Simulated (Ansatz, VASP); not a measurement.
**Al in VASP and in Ansatz**

File INCAR:

```
SYSTEM = Al
PREC = Accurate ; ENCUT = 500
EDIFF = 1E-6 ; ISMEAR = -1
SIGMA = 0.3 ; LREAL = .FALSE.
LASPH = .TRUE. ; NELM = 120
ALGO = Normal ; ISIF = 2
LWAVE = .FALSE. ; LCHARG = .FALSE.
GGA = PE ; NBANDS = 8
GGA_COMPAT = .FALSE.
```

KPOINTS

```
regular mesh
0
G
  13 13 13
  0 0 0
```

Contents of POSCAR:

```
Al
1.0
    0.0000000000      2.0248050000      2.0248050000
    2.0248050000      0.0000000000      2.0248050000
    2.0248050000      2.0248050000      0.0000000000
Al
1
Direct
    0.0000000000      0.0000000000      0.0000000000
```

Input for Ansatz:

```yaml
crystal:
  lattice:
    - [0.0, 2.024805, 2.024805]
    - [2.024805, 0.0, 2.024805]
    - [2.024805, 2.024805, 0.0]
  atoms:
    - { symbol: Al, position: [0.0, 0.0, 0.0] }
basis:
  ecutwfc: 489.804952427784
kpoints:
  mp_grid:
    grid: [13, 13, 13]
hamiltonian:
  xc: pbe
scf:
  occupations:
    method: fermi_dirac
    width: 0.3
output:
  forces: true
  stress: true
```

Alike in both runs: task single point; functional PBE; k mesh 13 × 13 × 13; occupations fermi-dirac, width 0.3 eV; no spin polarisation.

```csv
,VASP,Ansatz
version,VASP 6.6.1,Ansatz 0.2.0
potentials or method,"VASP PAW PBE potentials, release 64 (Al), cutoff 500 eV","plane waves, PAW"
valence electrons in the cell,3,3
```

|  | VASP | Ansatz | Ansatz less VASP |
| --- | --- | --- | --- |
| pressure (GPa) | -0.1 | -0.1 | +0.03 |

With one functional, cell and mesh, what is left measures potentials, basis and numerics.
